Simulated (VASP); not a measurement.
Input of a VASP 6.6.1 run:

File INCAR:

```
SYSTEM = Si7Ge
  PREC = Accurate
  ENCUT = 520
  EDIFF = 1E-7
  ISMEAR = 0
  SIGMA = 0.01
  LREAL = .False.
  LASPH = .True.
  NELM = 80
  ALGO = Normal
  ISIF = 2
  LWAVE = .False.
  LCHARG = .False.
  GGA = PS
  NBANDS = 31
```

KPOINTS

```
regular mesh
0
Gamma
  8 8 8
  0 0 0
```

POSCAR

```
Si7Ge
1.0
    5.2408097408      0.0000000000      0.0000000000
    0.0000000000      5.2408097408      0.0000000000
    0.0000000000      0.0000000000      5.5901970568
Si Ge
7 1
Direct
    0.2526629666      0.2526629666      0.2525034292
    0.0000000000      0.5000000000      0.5000000000
    0.5000000000      0.5000000000      0.0000000000
    0.5000000000      0.0000000000      0.5000000000
    0.7473370334      0.2526629666      0.7474965708
    0.7473370334      0.7473370334      0.2525034292
    0.2526629666      0.7473370334      0.7474965708
    0.0000000000      0.0000000000      0.0000000000
```

Potentials or basis: VASP PAW PBE potentials, release 64 (Si, Ge_d).

Launch:

```sh
$ cat potpaw_PBE.64/Si/POTCAR potpaw_PBE.64/Ge_d/POTCAR > POTCAR
$ mpirun -np 1 vasp_std > vasp.out
```

Q: What does it give for the largest force?

A: 0.012 eV/Å.

Q: Predict the band gap on the k mesh.

A: Zero (filled and empty bands touch).

Forces on the atoms (eV/Å):
```
Si   0.003  0.003 -0.011
Si   0.000  0.000  0.000
Si   0.000  0.000  0.000
Si   0.000  0.000  0.000
Si  -0.003  0.003  0.011
Si  -0.003 -0.003 -0.011
Si   0.003 -0.003  0.011
Ge   0.000  0.000  0.000
```

Caveat: the cell differs from its parent crystal (biaxial strain in the a-b plane: -4.0 %); the PAW data sets were made with another functional, which shifts forces and pressure a little.
